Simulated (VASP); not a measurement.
Input of a VASP 6.6.1 run:

The input INCAR:

```
SYSTEM = BAs
PREC = Accurate ; ENCUT = 520
EDIFF = 1E-7 ; ISMEAR = -1
SIGMA = 0.05 ; LREAL = .FALSE.
LASPH = .TRUE. ; NELM = 100
ALGO = Normal ; ISIF = 2
LWAVE = .FALSE. ; LCHARG = .TRUE.
GGA = PS ; LELF = .TRUE.
LVHAR = .TRUE. ; NBANDS = 11
```

The input KPOINTS:

```
regular mesh
0
G
  10 10 10
  0 0 0
```

The input POSCAR:

```
BAs
1.0
    0.0000000000      2.3562190158      2.3562190158
    2.3562190158      0.0000000000      2.3562190158
    2.3562190158      2.3562190158      0.0000000000
As B
1 1
Direct
    0.7500000000      0.7500000000      0.7500000000
    0.0000000000      0.0000000000      0.0000000000
```

Potentials or basis: VASP PAW PBE potentials, release 64 (As, B).

The run is started by

```sh
$ cat potpaw_PBE.64/As/POTCAR potpaw_PBE.64/B/POTCAR > POTCAR
$ mpirun -np 1 vasp_std > vasp.out
```

Estimate the pressure.

6.3 GPa.

Predict the band gap on the k mesh.

1.03 eV, indirect (least direct gap 3.29 eV).

Caveat: the PAW data sets were made with another functional, which shifts forces and pressure a little. A k mesh can miss the band edges.
